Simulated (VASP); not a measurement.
Runs of VASP 6.6.1 on Sn. The structure is that of space group I4/mmm (No. 139), or close to it. The cells are those of the table. 

```tsv
cell	further INCAR settings	gap on the mesh (eV)	pressure (GPa)
a = 3.261 Å, angles 115.7, 115.6, 97.7°, 1 atom	ALGO = Fast; EDIFF = 1e-07; NBANDS = 13	none	1.7
a = 3.327 Å, angles 115.7, 115.6, 97.7°, 1 atom	ALGO = Fast; EDIFF = 1e-06; NBANDS = 13	none	(b)
a = 3.295 Å, angles 115.7, 115.6, 97.7°, 1 atom	ALGO = Fast; EDIFF = 1e-06; NBANDS = 13	none	0.0
a = 3.359 Å, angles 115.7, 115.6, 97.7°, 1 atom	ALGO = Fast; EDIFF = 1e-07; NBANDS = 13	none	(a)
a = 3.132 Å, angles 112.4, 112.4, 103.7°, 1 atom	ALGO = Fast; EDIFF = 1e-06; NBANDS = 13	none	8.5
```

Alike in all rows: task single point; level PBE+D3(BJ); potentials or basis VASP PAW PBE potentials, release 64 (Sn_d); no spin polarisation; k mesh 16 × 16 × 16; cutoff (eV) 520; smearing gaussian 0.1 eV.

Task: Fill in the values left out.

Result: (a) -2.8; (b) -1.4.

Caveats: spin-orbit coupling is left out, which moves the levels of the heavy elements; pairwise dispersion overbinds metals, which lowers pressure and volume.

A k mesh can miss the band edges, and the runs leave out spin-orbit coupling on Sn.

A gap of «none» marks levels without a gap at the run's occupations.
